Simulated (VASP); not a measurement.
Set up this calculation in VASP 6.6.1, as the native input.

* Task: single point
* Functional: PBE
* Potentials or basis: VASP PAW PBE potentials, release 64 (Be)
* Cutoff: 520 eV
* k mesh: 19 × 19 × 11
* Occupations: fermi-dirac, width 0.08 eV
* Spin: no spin polarisation
* Dipole correction: no
* Further INCAR settings: ALGO = Normal; EDIFF = 1e-07; NBANDS = 9

The structure of Be lies in POSCAR:

```
Be
1.0
    2.2710841775      0.0000000000      0.0000000000
   -1.1355420887      1.9668165919      0.0000000000
    0.0000000000      0.0000000000      3.5779919269
Be
2
Direct
    0.3333333333      0.6666666667      0.2500000000
    0.6666666667      0.3333333333      0.7500000000
```

These files were run (other wordings do the same):

INCAR

```
SYSTEM = Be
PREC = Accurate
ENCUT = 520
EDIFF = 1E-7
ISMEAR = -1
SIGMA = 0.08
LREAL = .False.
LASPH = .True.
NELM = 80
ALGO = Normal
ISIF = 2
LWAVE = .False.
LCHARG = .False.
GGA = PE
NBANDS = 9
```

KPOINTS

```
regular mesh
0
Gamma
  19 19 11
  0 0 0
```

Potentials or basis: VASP PAW PBE potentials, release 64 (Be).

Command:

```bash
$ cat potpaw_PBE.64/Be/POTCAR > POTCAR
$ mpirun -np 1 vasp_std > vasp.out
```

Results of the run:

The pressure is -1.2 GPa and the band gap on the k mesh is zero (band 2 reaches 7.69 eV, above the bottom of band 3 at 6.21 eV).

Run time: 22 s on 1 thread of Intel(R) Xeon(R) Platinum 8259CL CPU @ 2.50GHz (Skylake/Cascade Lake) (shared host), peak memory 0.14 GiB.
